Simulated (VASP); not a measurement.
# Y (P6_3/mmc) in VASP: further runs, part 2 of 2

VASP 6.6.1. The steps go on from the part before.

## (3) Single point, PBEsol (strain +0.080 along x and y, -0.080 along z)

The input, INCAR:

```
ALGO = Fast
EDIFF = 1E-6
ENCUT = 520
GGA = PS
ISIF = 2
ISMEAR = 0
LASPH = T
LCHARG = T
LELF = T
LREAL = F
LVHAR = T
LWAVE = F
NBANDS = 18
NELM = 60
PREC = Accurate
SIGMA = 0.15
```

The input, KPOINTS:

```
k-points
0
Gamma
  15 15 8
```

The input, POSCAR:

```
Y
1.0
    3.9436191761      0.0000000000      0.0000000000
   -1.9718095880      3.4152743893      0.0000000000
    0.0000000000      0.0000000000      5.2876080000
Y
2
Direct
    0.3333333333      0.6666666667      0.2500000000
    0.6666666667      0.3333333333      0.7500000000
```

Potentials or basis: VASP PAW PBE potentials, release 64 (Y_sv).

Run with:

```
$ cat potpaw_PBE.64/Y_sv/POTCAR > POTCAR
$ mpirun -np 1 vasp_std > vasp.out
```

OUTCAR:

```text
EDIFF = 1E-6
   ENCUT = 520
   GGA = PS
   ISIF = 2
   ISMEAR = 0
   LASPH = T
   LREAL = F
   NELM = 60
   PREC = Accurate

 ion  position               nearest neighbor table
   1  0.333  0.667  0.250-   2 3.49   2 3.49   2 3.49   2 3.49   2 3.49   2 3.49
   2  0.667  0.333  0.750-   1 3.49   1 3.49   1 3.49   1 3.49   1 3.49   1 3.49

  LATTYP: Found a hexagonal cell.
 ALAT       =     3.9436191761
 C/A-ratio  =     1.3408008644

  Lattice vectors:

 A1 = (   3.9436191761,   0.0000000000,   0.0000000000)
 A2 = (  -1.9718095880,   3.4152743893,   0.0000000000)
 A3 = (   0.0000000000,   0.0000000000,   5.2876080000)

Analysis of symmetry for initial positions (statically):
=====================================================================
 Subroutine PRICEL returns:
 Original cell was already a primitive cell.

 Routine SETGRP: Setting up the symmetry group for a
 hexagonal supercell.

 Subroutine GETGRP returns: Found 24 space group operations
 (whereof 12 operations were pure point group operations)
 out of a pool of 24 trial point group operations.

The static configuration has the point symmetry D_3d.
 The point group associated with its full space group is D_6h.

Analysis of symmetry for dynamics (positions and initial velocities):
=====================================================================
 Subroutine PRICEL returns:
 Original cell was already a primitive cell.

 Routine SETGRP: Setting up the symmetry group for a
 hexagonal supercell.

 Subroutine GETGRP returns: Found 24 space group operations
 (whereof 12 operations were pure point group operations)
 out of a pool of 24 trial point group operations.

The dynamic configuration has the point symmetry D_3d.
 The point group associated with its full space group is D_6h.

 Subroutine INISYM returns: Found 24 space group operations
 (whereof 12 operations are pure point group operations),
 and found     1 'primitive' translations

[... 112 lines left out ...]
   IMIX   =      4    mixing-type and parameters
     AMIX     =   0.40;   BMIX     =  1.00
     AMIX_MAG =   1.60;   BMIX_MAG =  1.00
  volume/ion in A,a.u.               =      35.61       240.30
  Fermi-wavevector in a.u.,A,eV,Ry     =   1.106681  2.091324 16.663638  1.224743
  Thomas-Fermi vector in A             =   2.243185
   LORBIT       =      0    0 simple, 1 ext, 2 COOP (PROOUT), +10 PAW based schemes
   GGA     = PS    functional components
   LHFCALC =     F    Hartree Fock is set to
   AEXX    =    0.0000 exact exchange contribution
   IVDW    =     0    specifies the selected vdW correction
   LEPSILON=     F    determine dielectric tensor
   LRPA    =     F    only Hartree local field effects (RPA)
 non-spin polarized calculation
 RMM-DIIS sequential band-by-band and
 Gauss-broadening in eV      SIGMA  =   0.15
  energy-cutoff  :      520.00
  volume of cell :       71.22
 maximum number of plane-waves:      1958
 NGX is ok and might be reduce to    30
   NGX = 15   NGY = 15   NGZ = 19

 number of electron      22.0000001 magnetization

 Free energy of the ion-electron system (eV)
  ---------------------------------------------------
  ext. energy  EPLUGINS =         0.00000000
  ---------------------------------------------------
  free energy    TOTEN  =       -13.36557317 eV

  energy without entropy =      -13.32230871  energy(sigma->0) =      -13.34394094

 E-fermi :   2.4494     XC(G=0):  -9.2122

 val. band max:        2.4419819875   @ k =   0.4667   0.0667   0.3750
 cond. band min:       2.4609252405   @ k =   0.4000   0.2000   0.3750
 fundamental gap:      0.0189432530
 Fermi energy:         2.4494145860

 k-point     1 :       0.0000    0.0000    0.0000
  band No.  band energies     occupation
      1     -40.3519      2.00000
      2     -40.2625      2.00000
      3     -20.6267      2.00000
      4     -20.2739      2.00000
      5     -20.2739      2.00000
      6     -20.1283      2.00000
[... 481 lines left out ...]
      5     -20.3444      2.00000
      6     -20.3025      2.00000
[... 10 lines left out ...]
     17       6.9050      0.00000
     18       7.0015      0.00000

 [... further k-points ...]

------------------------ aborting loop because EDIFF is reached ----------------------------------------

  FORCE on cell =-STRESS in cart. coord.  units (eV):
  Direction    XX          YY          ZZ          XY          YZ          ZX
  --------------------------------------------------------------------------------------
  -------------------------------------------------------------------------------------
  Total       -2.9558449     -2.9558449      0.1569598     -0.0000000      0.0000000      0.0000000
  in kB      -66.4985845    -66.4985845      3.5311738     -0.0000000      0.0000000      0.0000000
  external PRESSURE =     -43.1553318 kB  Pullay stress =       0.0000000 kB

 VOLUME and BASIS-vectors are now :
 -----------------------------------------------------------------------------
  energy-cutoff  :      520.00
  volume of cell :       71.22
      direct lattice vectors                 reciprocal lattice vectors
     3.943619176  0.000000000  0.000000000     0.253574180  0.146401121  0.000000000
    -1.971809588  3.415274389  0.000000000     0.000000000  0.292802243  0.000000000
     0.000000000  0.000000000  5.287608000     0.000000000  0.000000000  0.189121433

 POSITION                                       TOTAL-FORCE (eV/Angst)
 -----------------------------------------------------------------------------------
     -0.00000      2.27685      1.32190        -0.000000      0.000000      0.000000
      1.97181      1.13842      3.96571         0.000000     -0.000000      0.000000
 -----------------------------------------------------------------------------------
    total drift:                               -0.000000      0.000000     -0.000000

  FREE ENERGIE OF THE ION-ELECTRON SYSTEM (eV)
  ---------------------------------------------------
  free  energy   TOTEN  =       -13.3655731681 eV

  energy  without entropy=      -13.3223087069  energy(sigma->0) =      -13.34394094
```

OSZICAR:

```text
N       E                     dE             d eps       ncg     rms          rms(c)
DAV:   1     0.881892611785E+02    0.88189E+02   -0.11220E+04  4860   0.115E+03
DAV:   2    -0.605425526840E+01   -0.94244E+02   -0.92606E+02  6020   0.258E+02
DAV:   3    -0.136949596254E+02   -0.76407E+01   -0.75712E+01  8714   0.430E+01
DAV:   4    -0.139096995392E+02   -0.21474E+00   -0.21433E+00  5900   0.746E+00
DAV:   5    -0.139163951401E+02   -0.66956E-02   -0.66923E-02  7114   0.968E-01    0.308E+01
RMM:   6    -0.134684182757E+02    0.44798E+00   -0.47799E-01  5265   0.369E+00    0.193E+01
RMM:   7    -0.133824144700E+02    0.86004E-01   -0.12088E+00  6490   0.579E+00    0.183E+00
RMM:   8    -0.133640011197E+02    0.18413E-01   -0.19136E-01  5833   0.251E+00    0.955E-01
RMM:   9    -0.133653864563E+02   -0.13853E-02   -0.32247E-02  7581   0.768E-01    0.701E-01
RMM:  10    -0.133677686951E+02   -0.23822E-02   -0.10929E-02  8527   0.387E-01    0.189E+00
RMM:  11    -0.133655057579E+02    0.22629E-02   -0.32793E-03  7186   0.456E-01    0.236E-01
RMM:  12    -0.133655351204E+02   -0.29363E-04   -0.10327E-03  7991   0.213E-01    0.241E-01
RMM:  13    -0.133655490591E+02   -0.13939E-04   -0.38374E-04  8742   0.840E-02    0.103E-01
RMM:  14    -0.133655599312E+02   -0.10872E-04   -0.13632E-04  8562   0.509E-02    0.229E-02
RMM:  15    -0.133655674158E+02   -0.74846E-05   -0.64083E-05  8018   0.299E-02    0.201E-02
RMM:  16    -0.133655705114E+02   -0.30955E-05   -0.32500E-05  6795   0.165E-02    0.331E-03
RMM:  17    -0.133655722097E+02   -0.16984E-05   -0.16393E-05  5750   0.109E-02    0.936E-04
RMM:  18    -0.133655731681E+02   -0.95838E-06   -0.96395E-06  4904   0.780E-03
   1 F= -.13365573E+02 E0= -.13343941E+02  d E =-.432645E-01
```

It took 2.5 min on 1 thread of Intel Xeon Platinum 8559C (Emerald Rapids), shared host; peak memory 0.31 GiB.

Results:

```yaml
Free_energy: -13.3656 eV
Pressure: -4.3 GPa
Band_gap_on_the_k_mesh: zero (bands 11 and 12 overlap by 2.03 eV)
```

Caveat: the cell differs from its parent crystal (strain +0.080 along x and y, -0.080 along z); the cell stands under tension; the PAW data sets were made with another functional, which shifts forces and pressure a little.
